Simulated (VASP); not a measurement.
YNb, 2 atoms in the cell. The structure is cubic, space group F-43m (No. 216). Conventional cell: a = 6.344 Å, b = 6.344 Å, c = 6.344 Å, α = 90.00°, β = 90.00°, γ = 90.00°. Y (site symmetry -43m) has 4 Nb at 2.75 Å within 3.6 Å. Nb (site symmetry -43m) has 4 Y at 2.75 Å within 3.6 Å. 

```yaml
Program: VASP 6.6.1
Task: relaxation of cell and atoms
Functional: PBE
Potentials_or_basis: VASP PAW PBE potentials, release 64 (Y_sv, Nb_sv)
Cutoff: 600 eV
k_mesh: 16 × 16 × 16
Occupations: gaussian, width 0.1 eV
Spin: no spin polarisation
Dipole_correction: no
Further_INCAR_settings: ALGO = Fast; EDIFF = 1e-06; IBRION = 2; EDIFFG = -0.01; NSW = 100; ISIF = 3
```

Potentials or basis: VASP PAW PBE potentials, release 64 (Y_sv, Nb_sv).

The run is started by

```sh
$ cat potpaw_PBE.64/Y_sv/POTCAR potpaw_PBE.64/Nb_sv/POTCAR > POTCAR
$ mpirun -np 1 vasp_std > vasp.out
```

Hardware: 1 thread of Intel(R) Xeon(R) 6975P-C (Granite Rapids) (shared host).

How long does it take, and how much memory?

It took 3.8 min on 1 thread of Intel(R) Xeon(R) 6975P-C (Granite Rapids), on a shared host, peak memory 0.4 GiB. Counts: scf iterations 47, k points 145, ion steps 2.
